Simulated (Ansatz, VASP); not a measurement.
Si in VASP and in Ansatz

File INCAR:

```
ALGO = Normal
EDIFF = 1E-6
ENCUT = 500
GGA = PE
GGA_COMPAT = F
ISIF = 2
ISMEAR = -1
LASPH = T
LCHARG = T
LELF = T
LREAL = F
LVHAR = T
LWAVE = F
NBANDS = 11
NELM = 120
PREC = Accurate
SIGMA = 0.06122561905347299
```

Contents of KPOINTS:

```
k-points
0
Gamma
  8 8 8
```

File POSCAR:

```
Si
1.0
    0.0000000000      2.7073292634      2.7073292634
    2.7073292634      0.0000000000      2.7073292634
    2.7073292634      2.7073292634      0.0000000000
Si
2
Direct
    0.0000000000      0.0000000000      0.0000000000
    0.2500000000      0.2500000000      0.2500000000
```

Input for Ansatz:

```yaml
crystal:
  atoms:
  - position: [0.0, 0.0, 0.0]
    symbol: Si
  - position: [0.25, 0.25, 0.25]
    symbol: Si
  lattice:
  - [0.0, 2.7073292633591515, 2.7073292633591515]
  - [2.7073292633591515, 0.0, 2.7073292633591515]
  - [2.7073292633591515, 2.7073292633591515, 0.0]
hamiltonian:
  dispersion: none
  pseudopotentials:
    kind: all_electron
    lapw:
      basis_error: 0.025 meV
      muffin_tin_radii: {Si: 1.1113}
    relativity: scalar
  xc: pbe
kpoints:
  mp_grid:
    grid: [8, 8, 8]
    shift: [0, 0, 0]
magnetization: {spin_polarized: false}
output: {forces: true, stress: true}
scf:
  convergence: {dr2_threshold: 1e-10 eV}
  lower_state_search: 'off'
  max_iter: 200
  occupations: {method: fermi_dirac, width: 0.06122561905347299}
```

Alike in both runs: task single point; functional PBE; k mesh 8 × 8 × 8; occupations fermi-dirac, width 0.0612256 eV; no spin polarisation.

```csv
,VASP,Ansatz
version,VASP 6.6.1,Ansatz 0.2 development build
potentials or method,"VASP PAW PBE potentials, release 64 (Si), cutoff 500 eV","all-electron full-potential LAPW, scalar-relativistic"
```

|  | VASP | Ansatz | Ansatz less VASP |
| --- | --- | --- | --- |
| pressure (GPa) | 2.8 | 2.9 | +0.04 |

Ansatz ran all-electron here, and VASP with PAW potentials.
